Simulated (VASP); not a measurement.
**Rh: relaxation of cell and atoms with PBEsol**

Rh:

```
Rh
1.0
     2.17478    0.00000    0.00000
    -1.08739    1.88341    0.00000
     0.00000    0.00000    2.06076
Rh
1
Direct
  0.00000 0.00000 0.00000
```

```json
{
 "Program": "VASP 6.6.1",
 "Task": "relaxation of cell and atoms",
 "Functional": "PBEsol",
 "Potentials or basis": "VASP PAW PBE potentials, release 64 (Rh_pv)",
 "Cutoff": "600 eV",
 "k mesh": "20 × 20 × 19",
 "Occupations": "fermi-dirac, width 0.1 eV",
 "Spin": "no spin polarisation",
 "Target pressure": "510 GPa",
 "Dipole correction": "no",
 "Further INCAR settings": "ALGO = Normal; EDIFF = 1e-06; IBRION = 2; EDIFFG = -0.005; NSW = 32; ISIF = 3"
}
```

```yaml
Relaxed_volume: 8.48 Å³/atom
Relaxed_cell: a = 2.177 Å, b = 2.177 Å, c = 2.065 Å, α = 90.00°, β = 90.00°, γ = 120.00°
Space_group_after_relaxing_to_0.05_Å: P6/mmm (No. 191)
Energy_change_on_relaxing_the_enthalpy_is_what_falls: -119.9 meV/atom
Ionic_steps: 6
Pressure_after_relaxing: 510.0 GPa
```

Stress tensor (GPa, compression positive):
```
509.97   0.00   0.00
  0.00 509.97   0.00
  0.00   0.00 510.05
```

The path:
| step | energy change (eV) | largest force (eV/Å) | pressure (GPa) | volume (Å³) |
| --- | --- | --- | --- | --- |
| 1 | 0.0000 | 0.0000 | 519.35 | 8.44 |
| 2 | -1.7202 | 0.0000 | 384.31 | 9.06 |
| 3 | -0.1259 | 0.0000 | 509.53 | 8.48 |
| 4 | -0.1216 | 0.0000 | 509.87 | 8.48 |
| 5 | -0.1084 | 0.0000 | 510.93 | 8.47 |
| 6 | -0.1199 | 0.0000 | 510.00 | 8.48 |

Final structure:
```
CELL_PARAMETERS angstrom
2.17723 0.00000 0.00000
-1.08861 1.88553 0.00000
0.00000 0.00000 2.06520
ATOMIC_POSITIONS crystal
Rh 0.00000 0.00000 0.00000
```

Levels at points of the mesh, in eV from the Fermi level:
```csv
k point,band 5,band 6,band 7,band 8,band 9,band 10,band 11
"(0.00, 0.00, 0.00)",-11.41,-6.38,-6.38,2.35,2.35,14.53,19.53
"(0.50, 0.00, 0.00)",-8.73,-3.45,0.60,1.09,2.96,14.78,18.67
```

Run time: 100 s on 1 thread of Intel Xeon 6975P-C, on a shared host, peak memory 0.17 GiB.

Caveat: the cell is relaxed towards a set pressure, so the enthalpy falls and the energy may rise; the PAW data sets were made with another functional, which shifts forces and pressure a little.
